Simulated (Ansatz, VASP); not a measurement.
# Two plane-wave programs on Sc2Ge

INCAR

```
SYSTEM = Sc2Ge
PREC = Accurate ; ENCUT = 520
EDIFF = 1E-7 ; ISMEAR = 0
SIGMA = 0.1 ; LREAL = .False.
LASPH = .True. ; NELM = 150
ALGO = Normal ; ISIF = 2
LWAVE = .False. ; LCHARG = .True.
ISPIN = 2 ; MAGMOM = 1 1 0
LORBIT = 11 ; LMAXMIX = 4
GGA = PE ; LELF = .True.
LVHAR = .True. ; NBANDS = 29
```

Contents of KPOINTS:

```
regular mesh
0
Gamma
  4 4 6
  0 0 0
```

Contents of POSCAR:

```
Sc2Ge
1.0
    5.2709723618      0.0000000000      0.0000000000
    0.0000000000      5.2709723618      0.0000000000
    0.0000000000      0.0000000000      3.0450684676
Sc Ge
2 1
Direct
    0.0000000000      0.5000000000      0.0000000000
    0.5000000000      0.0000000000      0.0000000000
    0.5000000000      0.5000000000      0.0000000000
```

Input for Ansatz:

```yaml
crystal:
  lattice:
    - [5.2709723618, 0.0, 0.0]
    - [0.0, 5.2709723618, 0.0]
    - [0.0, 0.0, 3.0450684676]
  atoms:
    - { symbol: Sc, position: [0.0, 0.5, 0.0], spin: 1.0 }
    - { symbol: Sc, position: [0.5, 0.0, 0.0], spin: 1.0 }
    - { symbol: Ge, position: [0.5, 0.5, 0.0] }
basis:
  ecutwfc: 420
kpoints:
  mp_grid: { grid: [4, 4, 6] }
hamiltonian:
  xc: pbe
scf:
  occupations: { method: gaussian, width: 0.1 }
  lower_state_search: "off"
output:
  forces: true
  stress: true
  eigenvalues: true
  populations: true
magnetization:
  spin_polarized: true
```

Alike in both runs: task single point; functional PBE; k mesh 4 × 4 × 6; occupations gaussian, width 0.1 eV; collinear spin.

```csv
,VASP,Ansatz
version,VASP 6.6.1,Ansatz 0.2.0
potentials or method,"VASP PAW PBE potentials, release 64 (Sc_sv, Ge_d), cutoff 520 eV","scalar-relativistic, plane waves, PAW"
valence electrons in the cell,36,36
```

Ansatz gave:

| Quantity | Value |
| --- | --- |
| gap on the k mesh at the Fermi level (eV) | none |
| pressure (GPa) | 0.1 |
| traceless stress, the component that is largest in VASP (GPa) | -0.82 |
| net moment per atom (μB) | 0.34 |
| size of the moment on the site where the two differ most (μB) | 0.29 |

Question: Which values does VASP return?

Answer: gap on the k mesh at the Fermi level (eV): none; pressure (GPa): 0.2; traceless stress, the component that is largest in VASP (GPa): -0.88; net moment per atom (μB): 0.34; size of the moment on the site where the two differ most (μB): 0.35.

Site moments also hang on the region over which each program counts them. A gap of «none» marks a metal or a gap that the smearing closes.
